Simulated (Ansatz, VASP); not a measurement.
## One calculation of InP, two programs

INCAR

```
SYSTEM = InP
  ALGO = Normal
  EDIFF = 1E-7
  ENCUT = 520
  GGA = PE
  ISIF = 2
  ISMEAR = 0
  LASPH = .True.
  LCHARG = .True.
  LELF = .True.
  LREAL = .False.
  LVHAR = .True.
  LWAVE = .False.
  NBANDS = 16
  NELM = 80
  PREC = Accurate
  SIGMA = 0.05
```

Contents of KPOINTS:

```
k-points
0
Gamma
  10 10 10
  0 0 0
```

Contents of POSCAR:

```
InP
1.0
    0.0000000000      2.9394018707      2.9394018707
    2.9394018707      0.0000000000      2.9394018707
    2.9394018707      2.9394018707      0.0000000000
In P
1 1
Direct
    0.0000000000      0.0000000000      0.0000000000
    0.7500000000      0.7500000000      0.7500000000
```

Input for Ansatz:

```yaml
crystal:
  lattice:
    - [0.0, 2.9394018707, 2.9394018707]
    - [2.9394018707, 0.0, 2.9394018707]
    - [2.9394018707, 2.9394018707, 0.0]
  atoms:
    - { symbol: In, position: [0.0, 0.0, 0.0] }
    - { symbol: P, position: [0.75, 0.75, 0.75] }
basis:
  ecutwfc: 420
  ecutrho_ratio: 4
kpoints:
  mp_grid: { grid: [10, 10, 10] }
hamiltonian:
  xc: pbe
scf:
  occupations: { method: gaussian, width: 0.05 }
output:
  forces: true
  stress: true
  eigenvalues: true
```

Alike in both runs: task single point; functional PBE; k mesh 10 × 10 × 10; occupations gaussian, width 0.05 eV; no spin polarisation.

|  | VASP | Ansatz |
| --- | --- | --- |
| version | VASP 6.6.1 | Ansatz 0.2.0 |
| potentials or method | VASP PAW PBE potentials, release 64 (In_d, P), cutoff 520 eV | scalar-relativistic, plane waves, PAW |
| valence electrons in the cell | 18 | 18 |

```csv
,VASP,Ansatz,Ansatz less VASP
gap on the k mesh at the Fermi level (eV),0.66,0.67,+0.003
least direct gap on the mesh (eV),0.66,0.67,+0.003
pressure (GPa),2.6,2.7,+0.05
```
